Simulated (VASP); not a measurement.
Set up this calculation in VASP 6.6.1, as the native input.

| Item | Value |
| --- | --- |
| Task | single point |
| Functional | PBE |
| Potentials or basis | VASP PAW PBE potentials, release 64 (Nd_3, Mo_sv), 4f in core |
| Cutoff | 500 eV |
| k mesh | 12 × 12 × 12 |
| Occupations | gaussian, width 0.1 eV |
| Spin | no spin polarisation |
| Dipole correction | no |
| Further INCAR settings | ALGO = Normal; EDIFF = 1e-06; NBANDS = 33 |

The structure of NdMo lies in POSCAR:

```
NdMo
1.0
    2.1748736389      1.2556638809      7.1486870324
   -2.1748736389      1.2556638809      7.1486870324
    0.0000000000     -2.5113277617      7.1486870324
Nd Mo
2 2
Direct
    0.0936956289      0.0936956289      0.0936956289
    0.9063043711      0.9063043711      0.9063043711
    0.6792960009      0.6792960009      0.6792960009
    0.3207039991      0.3207039991      0.3207039991
```

These files were run (other wordings do the same):

INCAR

```
SYSTEM = NdMo
ALGO = Normal
EDIFF = 1E-6
ENCUT = 500
GGA = PE
GGA_COMPAT = .FALSE.
ISIF = 2
ISMEAR = 0
LASPH = .TRUE.
LCHARG = .FALSE.
LMAXMIX = 6
LREAL = .FALSE.
LWAVE = .FALSE.
NBANDS = 33
NELM = 200
PREC = Accurate
SIGMA = 0.1
```

KPOINTS

```
k-points
0
G
  12 12 12
  0 0 0
```

Potentials or basis: VASP PAW PBE potentials, release 64 (Nd_3, Mo_sv), 4f in core.

Run with:

```console
$ cat potpaw_PBE.64/Nd_3/POTCAR potpaw_PBE.64/Mo_sv/POTCAR > POTCAR
$ mpirun -np 1 vasp_std > vasp.out
```

It gave:

The pressure is -2.7 GPa, the largest force is 0.030 eV/Å and the band gap on the k mesh is zero (bands 25 and 26 overlap by 0.70 eV).

Caveat: spin-orbit coupling is left out, which moves the levels of the heavy elements; the 4f electrons are frozen in the core, so they carry no moment and show no levels.

Run time: 18 min on 1 thread of AMD EPYC 9R45 96-Core Processor (Zen 5), on a shared host, peak memory 0.79 GiB.
